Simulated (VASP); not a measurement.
Crystal: ScIn3As2.

```
Sc In As
1.0
     6.01862    0.00000    0.00000
    -3.00931    5.21228    0.00000
     0.00000    0.00000    4.22729
Sc In As
1 3 2
Direct
  0.00000 0.00000 0.88881
  0.50000 0.50000 0.45952
  0.50000 0.00000 0.45952
  0.00000 0.50000 0.45952
  0.66667 0.33333 0.96314
  0.33333 0.66667 0.96314
```

The cell was generated, and may not be a known phase.

- Program: VASP 6.6.1
- Task: relaxation of cell and atoms
- Functional: PBE
- Potentials or basis: VASP PAW PBE potentials, release 64 (Sc_sv, In_d, As)
- Cutoff: 600 eV
- k mesh: 3 × 3 × 4
- Occupations: gaussian, width 0.1 eV
- Spin: no spin polarisation

At the start: pressure 11.9 GPa; volume 22.10 Å³/atom.

Task: Where does the relaxation end?

Result: Over 26 steps the energy falls by 227.3 meV/atom and the volume is 24.55 Å³/atom (+11.1 %); space group P6mm (No. 183, to 0.1 Å) before and after.

Step by step:
```csv
step,energy change (eV),largest force (eV/Å),pressure (GPa),volume (Å³)
1,0.0000,0.1080,11.86,132.61
2,-0.6370,0.0533,-3.33,166.45
3,-0.7581,0.0731,-0.15,154.86
4,-0.7581,0.0721,-0.29,155.33
5,-0.7820,0.0727,-0.28,154.76
6,-0.8685,0.0606,-0.21,152.89
7,-1.1896,0.2759,0.09,148.56
8,-0.9143,0.0939,6.23,137.83
9,-1.3041,0.2693,1.04,145.32
10,-1.3046,0.2577,1.81,143.59
11,-1.3129,0.2641,1.41,144.34
12,-1.3210,0.2272,0.84,145.95
13,-1.3222,0.2406,1.00,145.52
14,-1.3319,0.2341,0.37,146.98
15,-1.3339,0.2254,-0.44,149.05
16,-1.3347,0.2286,-0.21,148.40
17,-1.3371,0.2222,-0.19,148.32
18,-1.3433,0.1986,-0.13,148.07
19,-1.3507,0.1404,0.01,147.58
20,-1.3413,0.2428,0.43,146.61
21,-1.3516,0.1121,0.12,147.38
22,-1.3555,0.0869,0.00,147.67
23,-1.3583,0.0977,-0.15,148.16
24,-1.3621,0.0628,0.00,147.76
25,-1.3629,0.0243,0.35,147.02
26,-1.3637,0.0225,0.20,147.33
```

Final structure:
```
Sc In As
1.0
     5.70635    0.00000    0.00000
    -2.85318    4.94184    0.00000
     0.00000    0.00000    5.22447
Sc In As
1 3 2
Direct
  0.00000 0.00000 0.86203
  0.50000 0.50000 0.46774
  0.50000 0.00000 0.46774
  0.00000 0.50000 0.46774
  0.66667 0.33333 0.96419
  0.33333 0.66667 0.96419
```

Caveat: the k points lie up to 0.42 Å⁻¹ apart in the final cell, too coarse for converged energies and pressures of a metal; a cell axis changed by over 15 % at a fixed basis, so the end point is rough.
